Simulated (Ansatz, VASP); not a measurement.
FeO: VASP beside Ansatz

```
CELL_PARAMETERS angstrom
0.00000 2.15540 2.15540
2.15540 0.00000 2.15540
2.15540 2.15540 0.00000
ATOMIC_POSITIONS crystal
Fe 0.00000 0.00000 0.00000
O 0.50000 0.50000 0.50000
```

Alike in both runs: task single point; functional PBE; dispersion D4; k mesh 11 × 11 × 11; occupations fermi-dirac, width 0.05 eV; collinear spin.

|  | VASP | Ansatz |
| --- | --- | --- |
| version | VASP 6.6.1 | Ansatz 0.2.0 |
| potentials or method | VASP PAW PBE potentials, release 64 (Fe_sv, O) | Ansatz PAW |
| plane-wave cutoff (eV) | 700 | 420 |
| valence electrons in the cell | 22 | 22 |

Ansatz gave:

* gap on the k mesh at the Fermi level (eV): none
* pressure (GPa): -4.6
* net moment per atom (μB): 2.00
* size of the moment on the site where the two differ most (μB): 3.45

Problem. Which values does VASP return?

Solution. gap on the k mesh at the Fermi level (eV): none; pressure (GPa): -5.7; net moment per atom (μB): 2.00; size of the moment on the site where the two differ most (μB): 3.48.

Site moments also hang on the region over which each program counts them. A gap of «none» marks a metal or a gap that the smearing closes.
